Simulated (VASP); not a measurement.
The system is WS.

```xyz
2
Lattice="0.0000 2.7456 2.7456 2.7456 0.0000 2.7456 2.7456 2.7456 0.0000" Properties=species:S:1:pos:R:3 pbc="T T T"
W     0.0000    0.0000    0.0000
S     4.1184    4.1184    4.1184
```

| Quantity | Value |
| --- | --- |
| Program | VASP 6.6.1 |
| Task | relaxation of cell and atoms |
| Functional | PBE |
| Potentials or basis | VASP PAW PBE potentials, release 64 (W_sv, S) |
| Cutoff | 600 eV |
| k mesh | 6 × 6 × 6 |
| Occupations | gaussian, width 0.1 eV |
| Spin | no spin polarisation |

At the start: pressure -11.1 GPa; volume 20.70 Å³/atom.

Problem. Where does the relaxation end?

Solution. Over 4 steps the energy falls by 63.3 meV/atom and the volume is 19.02 Å³/atom (-8.1 %); space group F-43m (No. 216, to 0.05 Å).

The path:
```csv
step,energy change (eV),largest force (eV/Å),pressure (GPa),volume (Å³)
1,0.0000,0.0000,-11.09,41.39
2,0.2245,0.0000,27.35,33.39
3,-0.1264,0.0000,-0.49,38.14
4,-0.1265,0.0000,-0.08,38.04
```

Final structure:
```
W S
1.0
     0.00000    2.66927    2.66927
     2.66927    0.00000    2.66927
     2.66927    2.66927    0.00000
W S
1 1
Direct
  0.00000 0.00000 0.00000
  0.75000 0.75000 0.75000
```
